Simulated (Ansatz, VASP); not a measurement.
## One calculation of InSb, two programs

The input INCAR:

```
SYSTEM = InSb
  ALGO = Normal
  EDIFF = 1E-6
  ENCUT = 520
  GGA = PS
  ISIF = 2
  ISMEAR = 0
  LASPH = .TRUE.
  LCHARG = .FALSE.
  LREAL = .FALSE.
  LWAVE = .FALSE.
  NBANDS = 16
  NELM = 60
  PREC = Accurate
  SIGMA = 0.15
```

File KPOINTS:

```
k-points
0
G
  18 18 18
  0 0 0
```

File POSCAR:

```
InSb
1.0
   -2.9447400000      2.9447400000      1.6363770000
    2.9447400000     -2.9447400000      1.6363770000
    2.9447400000      2.9447400000     -1.6363770000
In Sb
1 1
Direct
    0.2500000000      0.7500000000      0.5000000000
    0.0000000000      0.0000000000      0.0000000000
```

Input for Ansatz:

```yaml
crystal:
  lattice:
    - [-2.94474, 2.94474, 1.636377]
    - [2.94474, -2.94474, 1.636377]
    - [2.94474, 2.94474, -1.636377]
  atoms:
    - { symbol: In, position: [0.25, 0.75, 0.5] }
    - { symbol: Sb, position: [0.0, 0.0, 0.0] }
basis:
  ecutwfc: 420
kpoints:
  mp_grid: { grid: [18, 18, 18] }
hamiltonian:
  xc: pbesol
scf:
  occupations: { method: gaussian, width: 0.15 }
output:
  forces: true
  stress: true
  eigenvalues: true
```

Alike in both runs: task single point; functional PBEsol; k mesh 18 × 18 × 18; occupations gaussian, width 0.15 eV; no spin polarisation.

|  | VASP | Ansatz |
| --- | --- | --- |
| version | VASP 6.6.1 | Ansatz 0.2.0 |
| potentials or method | VASP PAW PBE potentials, release 64 (In_d, Sb), cutoff 520 eV | scalar-relativistic, plane waves, PAW |
| valence electrons in the cell | 18 | 28 |

VASP gave:

- gap on the k mesh at the Fermi level (eV): none
- pressure (GPa): -2.8
- traceless stress, the component that is largest in VASP (GPa): -0.59

Question: What did Ansatz give for the same quantities?

Answer: gap on the k mesh at the Fermi level (eV): none; pressure (GPa): -2.8; traceless stress, the component that is largest in VASP (GPa): -0.58.

VASP's potentials were made for PBE, not for PBEsol. A gap of «none» marks a metal or a gap that the smearing closes. With one functional, cell and mesh, what is left measures potentials, basis and numerics. VASP's potentials hold 18 valence electrons a cell and Ansatz's 28, so a difference there can come from the potentials and not from the codes.

Neither program's run includes spin-orbit coupling.
